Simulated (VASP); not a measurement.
Input of a VASP 6.6.1 run:

POSCAR

```
KBr
1.0
    5.5112002548      0.0000000000      0.0000000000
   -2.7556001274      4.7728394260      0.0000000000
    0.0000000000      0.0000000000     12.7573192560
K Br
4 4
Direct
    0.0000000000      0.0000000000     -0.0329970959
    0.3333333333      0.6666666667      0.2142403721
    0.0000000000      0.0000000000      0.4670029041
    0.6666666667      0.3333333333      0.7142403721
    0.0000000000      0.0000000000      0.2180089930
    0.3333333333      0.6666666667      0.4757477308
    0.0000000000      0.0000000000      0.7180089930
    0.6666666667      0.3333333333      0.9757477308
```

File INCAR.step1:

```
SYSTEM = KBr
ALGO = Normal
EDIFF = 1E-4
ENCUT = 520
GGA = PE
ISMEAR = -1
LASPH = .True.
LCHARG = .False.
LREAL = .False.
LWAVE = .True.
NBANDS = 42
NELM = 100
PREC = Accurate
SIGMA = 0.03
```

Contents of INCAR.step2:

```
SYSTEM = KBr
ALGO = Normal
BPARAM = 11.95
CPARAM = 0.0093
EDIFF = 1E-6
ENCUT = 520
ISIF = 2
ISMEAR = -1
ISTART = 1
IVDW_NL = 2
LASPH = .True.
LCHARG = .False.
LMIXTAU = .True.
LREAL = .False.
LUSE_VDW = .True.
LWAVE = .False.
METAGGA = R2SCAN
NBANDS = 42
NELM = 100
PREC = Accurate
SIGMA = 0.03
```

File KPOINTS:

```
k-points
0
Gamma
  6 6 2
  0 0 0
```

Potentials or basis: VASP PAW PBE potentials, release 64 (K_sv, Br).

Run with:

```sh
$ cat potpaw_PBE.64/K_sv/POTCAR potpaw_PBE.64/Br/POTCAR > POTCAR
$ cp INCAR.step1 INCAR
$ mpirun -np 1 vasp_std > vasp.out
$ cp INCAR.step2 INCAR
$ mpirun -np 1 vasp_std > vasp.out
```

Task: Estimate the pressure.

Result: 0.0 GPa.

Task: Predict the largest force.

Result: 0.005 eV/Å.

Task: Estimate the band gap on the k mesh.

Result: 4.46 eV.

Forces in eV/Å, atoms in the order of the input:
```
K    0.000  0.000 -0.005
K    0.000  0.000 -0.003
K    0.000  0.000 -0.005
K    0.000  0.000 -0.003
Br   0.000  0.000  0.005
Br   0.000  0.000  0.003
Br   0.000  0.000  0.005
Br   0.000  0.000  0.003
```

Caveat: the PAW data sets were made with another functional, which shifts forces and pressure a little. A k mesh can miss the band edges.
